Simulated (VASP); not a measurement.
# Al17N15 (a cell with a defect) in VASP: a series of runs

The runs below take Al17N15 (a cell with a defect) through single point, with PBE.

All numbers are computed with VASP 6.6.1; they aren't measurements. Logs are shortened: lines on timing, memory, paths and dates and some standing lists are left out, and cuts for length are marked.

## (1) The cell of the first run

The cell holds a defect, 32 atoms: a = 6.260 Å, b = 6.260 Å, c = 10.036 Å, α = 90.00°, β = 90.00°, γ = 120.00°.

## (2) Single point, PBE

File INCAR:

```
SYSTEM = Al17N15
  PREC = Accurate
  ENCUT = 520
  EDIFF = 1E-6
  ISMEAR = -1
  SIGMA = 0.01
  LREAL = Auto
  LASPH = .TRUE.
  NELM = 120
  ALGO = Normal
  ISIF = 2
  LWAVE = .FALSE.
  LCHARG = .FALSE.
  GGA = PE
  NBANDS = 85
  GGA_COMPAT = .FALSE.
```

File KPOINTS:

```
Automatic mesh
0
G
  1 1 1
  0 0 0
```

File POSCAR:

```
Al17N15
1.0
    6.2604124029      0.0000000578      0.0000000000
   -3.1302062515      5.4216761502      0.0000000000
    0.0000000000      0.0000000000     10.0361163407
Al N
17 15
Direct
    0.3376608678      0.1600959651      0.2539468498
    0.1610287913      0.3396126030      0.5015065797
    0.3312269062      0.1728998879      0.7490212593
    0.1698805968      0.3296993357      1.0076345870
    0.3386089117      0.6634257451      0.2588688362
    0.1653107578      0.8569410878      0.5042080554
    0.3249704893      0.6617543351      0.7568801677
    0.1901737841      0.8410817116      0.9887939844
    0.8368440934      0.1625121350      0.2581188259
    0.6507637820      0.3426319003      0.5021671772
    0.8395390206      0.1764698339      0.7566215857
    0.6585492373      0.3095074686      0.9886417982
    0.8640899923      0.6334249679      0.1796165943
    0.6363194993      0.8620819582      0.5325221635
    0.8004581351      0.7128331734      0.3885513989
    0.8308899592      0.6724752321      0.7508265505
    0.6682386742      0.8315885412      1.0035926178
    0.3274113964      0.1799386190      0.4409253224
    0.1723886635      0.3281280397      0.1964171604
    0.3307825712      0.1693659365      0.9355967816
    0.1652796498      0.3356535942      0.6916390853
    0.3199283652      0.6807264617      0.4482398714
    0.2076098898      0.8391157825      0.1720579871
    0.3371508884      0.6573417867      0.9428629353
    0.1677958403      0.8358022649      0.6982661018
    0.8198286669      0.1790254219      0.4475434569
    0.6586691123      0.2911432775      0.1719961257
    0.8416972176      0.1621979217      0.9430175244
    0.6690245856      0.3369988802      0.6974107896
    0.6840496418      0.8173807547      0.2010280108
    0.8377224486      0.6618396654      0.9520356187
    0.6600021451      0.8412332470      0.7132501325
```

Potentials or basis: VASP PAW PBE potentials, release 64 (Al, N).

Started as:

```
> cat potpaw_PBE.64/Al/POTCAR potpaw_PBE.64/N/POTCAR > POTCAR
> mpirun -np 1 vasp_gam > vasp.out
```

OUTCAR:

```text
SYSTEM = Al17N15
   PREC = Accurate
   ENCUT = 520
   EDIFF = 1E-6
   ISMEAR = -1
   LREAL = Auto
   LASPH = .TRUE.
   NELM = 120
   ISIF = 2
   GGA = PE

 ion  position               nearest neighbor table
   1  0.338  0.160  0.254-  18 1.88  19 1.90  27 1.93  23 1.93   6 3.00  10 3.02   4 3.08   5 3.11
                             9 3.12   9 3.14   2 3.15   5 3.15   8 3.17  12 3.18  13 3.23  13 3.23
   2  0.161  0.340  0.502-  18 1.87  21 1.91  22 1.93  26 1.93   5 3.00   9 3.01   6 3.04  10 3.06
                             3 3.08  11 3.10   7 3.10   1 3.15  14 3.15  14 3.16  10 3.20   6 3.23
   3  0.331  0.173  0.749-  20 1.87  21 1.87  25 1.90  29 1.90  12 2.99   6 3.00   8 3.01  10 3.02
                             7 3.08   2 3.08  11 3.09   4 3.12  16 3.13  16 3.13  11 3.17   7 3.18
   4  0.170  0.330  0.008-  20 1.89  24 1.89  28 1.89  19 1.89   1 3.08  11 3.09   7 3.10   9 3.10
                             5 3.10   3 3.12  17 3.13   8 3.13  12 3.13  17 3.13   8 3.15  12 3.15
   5  0.339  0.663  0.259-  23 1.88  22 1.91  19 1.92  30 1.96  13 2.99   2 3.00  15 3.04   4 3.10
                             1 3.11   9 3.12  17 3.12   9 3.14   1 3.15   6 3.17  14 3.20   8 3.24
   6  0.165  0.857  0.504-  18 1.86  22 1.88  25 1.95  15 2.31  14 2.95   3 3.00   1 3.00   2 3.04
                            10 3.04  16 3.07   5 3.17   7 3.18  10 3.22   2 3.23  14 3.34
   7  0.325  0.662  0.757-  24 1.87  32 1.87  21 1.89  25 1.89  14 2.83   8 2.89  11 3.04   3 3.08
                             4 3.10  17 3.10   2 3.10  16 3.13  16 3.13   3 3.18   6 3.18  11 3.22
   8  0.190  0.841  0.989-  23 1.84  24 1.85  20 1.86  31 1.95  13 2.62   7 2.89  12 2.93   3 3.01
                            17 3.03  16 3.08   4 3.13   4 3.15   1 3.17   5 3.24  17 3.24  12 3.33
   9  0.837  0.163  0.258-  27 1.88  26 1.91  19 1.92  30 1.96  13 2.97  15 3.01   2 3.01   4 3.10
                             1 3.12  17 3.12   5 3.12   5 3.14   1 3.14  10 3.15  14 3.22  12 3.23
  10  0.651  0.343  0.502-  18 1.86  26 1.89  29 1.96  15 2.32  14 2.98   1 3.02   3 3.02   6 3.04
                             2 3.06  16 3.07   9 3.15  11 3.20   2 3.20   6 3.22  14 3.31
  11  0.840  0.176  0.757-  32 1.87  28 1.87  21 1.88  29 1.89  14 2.84  12 2.89   7 3.04   3 3.09
                             4 3.09   2 3.10  17 3.10  16 3.13  16 3.13   3 3.17  10 3.20   7 3.22
  12  0.659  0.310  0.989-  27 1.84  28 1.85  20 1.86  31 1.95  13 2.61  11 2.89   8 2.93   3 2.99
                            17 3.03  16 3.09   4 3.13   4 3.15   1 3.18   9 3.23  17 3.24   8 3.33
  13  0.864  0.633  0.180-  27 1.87  23 1.88  30 1.99  15 2.24  31 2.30  12 2.61   8 2.62  17 2.77
                             9 2.97   5 2.99   1 3.23   1 3.23
  14  0.636  0.862  0.533-  32 1.83  22 1.92  26 1.92  15 2.23   7 2.83  11 2.84   6 2.95  10 2.98
                            16 3.02   2 3.15   2 3.16   5 3.20   9 3.22  10 3.31   6 3.34
  15  0.800  0.713  0.389-  14 2.23  30 2.23  13 2.24   6 2.31  10 2.32   9 3.01   5 3.04
  16  0.831  0.672  0.751-  32 1.88  29 1.90  25 1.90  31 2.02  14 3.02   6 3.07  10 3.07  17 3.08
                             8 3.08  12 3.09   7 3.13   3 3.13  11 3.13   3 3.13  11 3.13   7 3.13
  17  0.668  0.832  0.004-  28 1.89  24 1.90  31 1.91  30 1.99  13 2.77  12 3.03   8 3.03  16 3.08
                             7 3.10  11 3.10   9 3.12   5 3.12   4 3.13   4 3.13   8 3.24  12 3.24
  18  0.327  0.180  0.441-  10 1.86   6 1.86   2 1.87   1 1.88
  19  0.172  0.328  0.196-   4 1.89   1 1.90   9 1.92   5 1.92
  20  0.331  0.169  0.936-  12 1.86   8 1.86   3 1.87   4 1.89
  21  0.165  0.336  0.692-   3 1.87  11 1.88   7 1.89   2 1.91
  22  0.320  0.681  0.448-   6 1.88   5 1.91  14 1.92   2 1.93
  23  0.208  0.839  0.172-   8 1.84  13 1.88   5 1.88   1 1.93
  24  0.337  0.657  0.943-   8 1.85   7 1.87   4 1.89  17 1.90
  25  0.168  0.836  0.698-   7 1.89   3 1.90  16 1.90   6 1.95
  26  0.820  0.179  0.448-  10 1.89   9 1.91  14 1.92   2 1.93
  27  0.659  0.291  0.172-  12 1.84  13 1.87   9 1.88   1 1.93
  28  0.842  0.162  0.943-  12 1.85  11 1.87  17 1.89   4 1.89
  29  0.669  0.337  0.697-  11 1.89  16 1.90   3 1.90  10 1.96
  30  0.684  0.817  0.201-   9 1.96   5 1.96  13 1.99  17 1.99  15 2.23
  31  0.838  0.662  0.952-  17 1.91  12 1.95   8 1.95  16 2.02  13 2.30
  32  0.660  0.841  0.713-  14 1.83   7 1.87  11 1.87  16 1.88

  LATTYP: Found a hexagonal cell.
 ALAT       =     6.2604124029
 C/A-ratio  =     1.6031078617

  Lattice vectors:

 A1 = (   6.2604124029,   0.0000000578,   0.0000000000)
 A2 = (  -3.1302062515,   5.4216761502,   0.0000000000)
 A3 = (   0.0000000000,   0.0000000000,  10.0361163407)

Analysis of symmetry for initial positions (statically):
=====================================================================
 Subroutine PRICEL returns:
 Original cell was already a primitive cell.

 Routine SETGRP: Setting up the symmetry group for a
 hexagonal supercell.

 Subroutine GETGRP returns: Found  1 space group operations
 (whereof  1 operations were pure point group operations)
 out of a pool of 24 trial point group operations.

The static configuration has the point symmetry C_1 .

Analysis of symmetry for dynamics (positions and initial velocities):
=====================================================================
 Subroutine PRICEL returns:
 Original cell was already a primitive cell.

 Routine SETGRP: Setting up the symmetry group for a
 hexagonal supercell.

[... 107 lines left out ...]

  Length of vectors
     0.184444804  0.184444804  0.099640136

  Shift w.r.t. Gamma in fractional coordinates (k-lattice)
     0.000000000  0.000000000  0.000000000

 Subroutine IBZKPT returns following result:
 ===========================================

 Found      1 irreducible k-points:

 Following reciprocal coordinates:
            Coordinates               Weight
  0.000000  0.000000  0.000000      1.000000
   k-points           NKPTS =      1   k-points in BZ     NKDIM =      1   number of bands    NBANDS=     85
   number of dos      NEDOS =    301   number of ions     NIONS =     32
   total plane-waves  NPLWV = 184320
   dimension x,y,z NGX =    48 NGY =   48 NGZ =   80
   dimension x,y,z NGXF=    96 NGYF=   96 NGZF=  160
   ions per type =              17  15
   NGX,Y,Z   is equivalent  to a cutoff of  12.75, 12.75, 13.25 a.u.
   NGXF,Y,Z  is equivalent  to a cutoff of  25.49, 25.49, 26.50 a.u.
 SYSTEM =  Al17N15
   PREC   = accura    normal or accurate (medium, high low for compatibility)
   ISTART =      0    job   : 0-new  1-cont  2-samecut
   ICHARG =      2    charge: 1-file 2-atom 10-const
   ISPIN  =      1    spin polarized calculation?
   LNONCOLLINEAR =      F non collinear calculations
   LSORBIT =      F    spin-orbit coupling
   LASPH  =      T    aspherical Exc in radial PAW
   ENCUT  =  520.0 eV  38.22 Ry    6.18 a.u.  11.64 11.64 18.66*2*pi/ulx,y,z
   NELM   =    120;   NELMIN=  2; NELMDL= -5     # of ELM steps
   EDIFF  = 0.1E-05   stopping-criterion for ELM
   LREAL  =      T    real-space projection
   EDIFFG = 0.1E-04   stopping-criterion for IOM
   NSW    =      0    number of steps for IOM
   IBRION =     -1    ionic relax: 0-MD 1-quasi-New 2-CG
   NFREE  =      0    steps in history (QN), initial steepest desc. (CG)
   ISIF   =      2    stress and relaxation
   ISYM   =      2    0-nonsym 1-usesym 2-fastsym
   POTIM  = 0.5000    time-step for ionic-motion
   TEBEG  =    0.0;   TEEND  =   0.0 temperature during run
   PSTRESS=    0.0 pullay stress
   NELECT =     126.0000    total number of electrons
   NUPDOWN=      -1.0000    fix difference up-down
   EMIN   =  10.00;   EMAX   =-10.00  energy-range for DOS
   EFERMI =   0.00;   METHOD = LEGACY
   ISMEAR =    -1;   SIGMA  =   0.01  broadening in eV -4-tet -1-fermi 0-gaus
   EFERMI_NEDOS =   21; number of points for ismear=-14 and -15
   IALGO  =     38    algorithm
   IMIX   =      4    mixing-type and parameters
     AMIX     =   0.40;   BMIX     =  1.00
     AMIX_MAG =   1.60;   BMIX_MAG =  1.00
  volume/ion in A,a.u.               =      10.65        71.84
  Fermi-wavevector in a.u.,A,eV,Ry     =   1.175162  2.220734 18.789712  1.381005
  Thomas-Fermi vector in A             =   2.311547
   LORBIT       =      0    0 simple, 1 ext, 2 COOP (PROOUT), +10 PAW based schemes
   GGA     = PE    functional components
   LHFCALC =     F    Hartree Fock is set to
   AEXX    =    0.0000 exact exchange contribution
   IVDW    =     0    specifies the selected vdW correction
   LEPSILON=     F    determine dielectric tensor
   LRPA    =     F    only Hartree local field effects (RPA)
 non-spin polarized calculation
  energy-cutoff  :      520.00
  volume of cell :      340.65
 maximum number of plane-waves:      4582
 NGX is ok and might be reduce to    48
   NGX = 23   NGY = 23   NGZ = 37

 number of electron     125.9999998 magnetization

 Free energy of the ion-electron system (eV)
  ---------------------------------------------------
  ext. energy  EPLUGINS =         0.00000000
  ---------------------------------------------------
  free energy    TOTEN  =      -212.12763695 eV

  energy without entropy =     -212.12760937  energy(sigma->0) =     -212.12762316

 E-fermi :  10.0346     XC(G=0): -10.8833

 val. band max:        9.9381266309   @ k =   0.0000   0.0000   0.0000
 cond. band min:      10.1310219122   @ k =   0.0000   0.0000   0.0000
 fundamental gap:      0.1928952813
 Fermi energy:        10.0345741777

 k-point     1 :       0.0000    0.0000    0.0000
  band No.  band energies     occupation
      1      -8.8376      2.00000
      2      -7.9792      2.00000
      3      -7.8327      2.00000
      4      -7.0537      2.00000
      5      -6.9339      2.00000
      6      -6.8764      2.00000
[... 67 lines left out ...]
     74      11.9513      0.00000
     75      12.0782      0.00000
 [bands above 75 left out]

------------------------ aborting loop because EDIFF is reached ----------------------------------------

  FORCE on cell =-STRESS in cart. coord.  units (eV):
  Direction    XX          YY          ZZ          XY          YZ          ZX
  --------------------------------------------------------------------------------------
  -------------------------------------------------------------------------------------
  Total       26.6905413     29.6749925      9.2387334      3.8163802      5.5319481     -8.5194791
  in kB      125.5352695    139.5722230     43.4531046     17.9498163     26.0187525    -40.0701917
  external PRESSURE =     102.8535324 kB  Pullay stress =       0.0000000 kB

 VOLUME and BASIS-vectors are now :
 -----------------------------------------------------------------------------
  energy-cutoff  :      520.00
  volume of cell :      340.65
      direct lattice vectors                 reciprocal lattice vectors
     6.260412403  0.000000058  0.000000000     0.159733885  0.092222403  0.000000000
    -3.130206252  5.421676150  0.000000000    -0.000000002  0.184444804  0.000000000
     0.000000000  0.000000000 10.036116341     0.000000000  0.000000000  0.099640136

 POSITION                                       TOTAL-FORCE (eV/Angst)
 -----------------------------------------------------------------------------------
      1.61276      0.86799      2.54864         0.163036     -0.130578     -1.108282
     -0.05495      1.84127      5.03318        -0.277118      0.140992     -0.055061
      1.53240      0.93741      7.51726         0.211460     -0.136883     -0.050533
      0.03150      1.78752      0.07662        -0.102949      0.081234     -0.647306
      0.04317      3.59688      2.59804         0.547859      0.067972     -1.355793
     -1.64749      4.64606      5.06029         0.296170      0.993334      0.268205
[... 24 lines left out ...]
      3.17279      3.58828      9.55474         0.350386     -0.173263      0.844892
      1.49865      4.56089      7.15826        -0.197856      0.114717      0.298422
 -----------------------------------------------------------------------------------
    total drift:                                0.006315      0.014879      0.013723

  FREE ENERGIE OF THE ION-ELECTRON SYSTEM (eV)
  ---------------------------------------------------
  free  energy   TOTEN  =      -212.1276369452 eV

  energy  without entropy=     -212.1276093706  energy(sigma->0) =     -212.12762316
```

It took 2 min on 1 thread of Intel Xeon 8259CL, shared host; peak memory 0.39 GiB.

What came out:

* Free energy: -212.1276 eV
* Pressure: 10.3 GPa
* Largest force: 2.567 eV/Å

Forces on the atoms (eV/Å):
```
Al   0.163 -0.131 -1.108
Al  -0.277  0.141 -0.055
Al   0.211 -0.137 -0.051
Al  -0.103  0.081 -0.647
Al   0.548  0.068 -1.356
Al   0.296  0.993  0.268
Al   0.080  0.028 -0.108
Al   0.076  0.131 -0.178
Al   0.256 -0.550 -1.305
Al  -0.673 -0.819  0.305
Al   0.021 -0.093 -0.092
Al  -0.097 -0.121 -0.159
Al  -0.434  0.291  0.056
Al  -0.655  0.352  0.422
Al  -0.197  0.214 -2.093
Al   0.319 -0.160 -0.288
Al  -0.431  0.227 -0.059
N    1.958 -0.928  1.375
N   -0.626  0.366  0.993
N    0.054 -0.024 -0.048
N   -0.082  0.076 -0.284
N    0.027 -0.213  0.787
N   -0.079 -0.058  0.347
N    0.154 -0.109  0.042
N   -0.321  0.091  0.324
N    0.103 -0.096  0.794
N    0.003  0.089  0.340
N    0.221 -0.037  0.001
N   -0.316  0.203  0.273
N   -0.351  0.181  0.360
N    0.350 -0.173  0.845
N   -0.198  0.115  0.298
```

Levels at points of the mesh, in eV from the Fermi level:
| k point | band 60 | band 61 | band 62 | band 63 | band 64 | band 65 | band 66 | band 67 |
| --- | --- | --- | --- | --- | --- | --- | --- | --- |
| (0.00, 0.00, 0.00) | -3.73 | -3.72 | -1.20 | -0.10 | 0.10 | 0.21 | 0.96 | 1.10 |

Caveat: the k points lie up to 1.16 Å⁻¹ apart, too coarse for converged energies, forces and pressures.

## (3) Single point, PBE

File INCAR:

```
  ALGO = Normal
  EDIFF = 1E-6
  ENCUT = 520
  GGA = PE
  GGA_COMPAT = F
  ISIF = 2
  ISMEAR = -1
  LASPH = T
  LCHARG = F
  LREAL = Auto
  LWAVE = F
  NBANDS = 85
  NELM = 120
  PREC = Accurate
  SIGMA = 0.01
```

File KPOINTS:

```
Automatic mesh
0
Gamma
  1 1 1
  0.25 0.25 0.25
```

Edit POSCAR of step 2 so:

```diff
@@ -2,5 +2,5 @@
 1.0
-    6.2604124029      0.0000000578      0.0000000000
-   -3.1302062515      5.4216761502      0.0000000000
-    0.0000000000      0.0000000000     10.0361163407
+    6.2604124020      0.0000000589      0.0000000000
+   -3.1302062520      5.4216761488      0.0000000000
+    0.0000000000      0.0000000000     10.0361163400
 Al N
```

Potentials or basis: VASP PAW PBE potentials, release 64 (Al, N).

Started as:

```
> cat potpaw_PBE.64/Al/POTCAR potpaw_PBE.64/N/POTCAR > POTCAR
> mpirun -np 1 vasp_std > vasp.out
```

Run time: 9.8 min. Hardware: 1 thread of Intel Xeon 8259CL, shared host; peak memory 0.47 GiB.

The run converged. Its results:

| Property | Result |
| --- | --- |
| Free energy | -224.4802 eV |
| Pressure | 9.2 GPa |
| Largest force | 0.484 eV/Å |
| Band gap on the k mesh | 0.50 eV |

Forces in eV/Å, atoms in the order of the input:
```
Al   0.135 -0.062 -0.137
Al  -0.391  0.212 -0.021
Al   0.122 -0.052  0.039
Al  -0.098  0.060  0.038
Al   0.131 -0.067  0.164
Al   0.053 -0.122  0.042
Al   0.114 -0.077 -0.032
Al  -0.137  0.090 -0.025
Al   0.117 -0.072  0.187
Al   0.126  0.041  0.044
Al   0.105 -0.070 -0.008
Al  -0.151  0.079  0.002
Al   0.161 -0.098 -0.124
Al  -0.057  0.033 -0.357
Al  -0.175  0.047  0.050
Al   0.167 -0.088  0.019
Al  -0.133  0.061  0.031
N    0.367 -0.226  0.221
N   -0.199  0.103 -0.172
N    0.129 -0.086 -0.107
N   -0.116  0.112 -0.017
N    0.125 -0.093 -0.087
N   -0.290  0.048  0.194
N    0.193 -0.059 -0.002
N   -0.234  0.088  0.018
N    0.145 -0.010 -0.059
N   -0.158  0.209  0.168
N    0.208 -0.086 -0.063
N   -0.260  0.078  0.010
N   -0.094  0.020 -0.142
N    0.250 -0.116  0.037
N   -0.156  0.101  0.087
```

Stress tensor (GPa, compression positive):
```
 8.21  0.16 -4.15
 0.16  8.17  2.71
-4.15  2.71 11.14
```

Levels at points of the mesh, in eV from the valence-band top:
| k point | band 60 | band 61 | band 62 | band 63 | band 64 | band 65 | band 66 | band 67 |
| --- | --- | --- | --- | --- | --- | --- | --- | --- |
| (0.25, 0.25, 0.25) | -3.51 | -3.09 | -0.52 | -0.29 | 0.74 | 2.10 | 2.47 | 2.79 |

Caveat: the k points lie up to 0.58 Å⁻¹ apart; semilocal functionals underestimate gaps, and a narrow one can read as zero.
